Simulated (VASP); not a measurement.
Wanted: the native input for a VASP 6.6.1 run.

* Task: single point
* Functional: PBEsol
* Potentials or basis: VASP PAW PBE potentials, release 64 (Au)
* Cutoff: 520 eV
* k mesh: 14 × 14 × 8
* Occupations: fermi-dirac, width 0.03 eV
* Spin: no spin polarisation
* Dipole correction: no
* Further INCAR settings: ALGO = Normal; EDIFF = 1e-06; NBANDS = 18

The structure of Au lies in POSCAR:

```
Au
1.0
    2.8709984263      0.0000000000      0.0000000000
   -1.4354992132      2.4863575715      0.0000000000
    0.0000000000      0.0000000000      4.8800000000
Au
2
Direct
    0.3333333333      0.6666666667      0.7500000000
    0.6666666667      0.3333333333      0.2500000000
```

This cell differs from its parent crystal: equal xx and yy strain of -1 %.

One way to write it, as run:

INCAR

```
ALGO     = Normal         # electronic algorithm
EDIFF    = 1E-6           # SCF threshold, eV
ENCUT    = 520            # plane-wave cutoff, eV
GGA      = PS             # functional
ISIF     = 2              # what is computed and relaxed
ISMEAR   = -1             # smearing method
LASPH    = T              # aspherical terms in the spheres
LCHARG   = F              # write CHGCAR
LREAL    = F              # projectors in reciprocal space
LWAVE    = F              # write WAVECAR
NBANDS   = 18             # bands
NELM     = 100            # most SCF steps
PREC     = Accurate       # precision mode
SIGMA    = 0.03           # smearing width, eV
```

KPOINTS

```
k-points
0
Gamma
  14 14 8
```

Potentials or basis: VASP PAW PBE potentials, release 64 (Au).

Run with:

```sh
$ cat potpaw_PBE.64/Au/POTCAR > POTCAR
$ mpirun -np 1 vasp_std > vasp.out
```

Results of the run:

```yaml
Pressure: -3.7 GPa
Band_gap_on_the_k_mesh: zero (band 11 reaches 12.76 eV, above the bottom of band 12 at 6.32 eV)
```

Caveat: the cell differs from its parent crystal (equal xx and yy strain of -1 %); the PAW data sets were made with another functional, which shifts forces and pressure a little; spin-orbit coupling is left out, which moves the levels of the heavy elements.

Run time: 18 s on 1 thread of Intel(R) Xeon(R) 6975P-C (Granite Rapids) (shared host), peak memory 0.2 GiB.
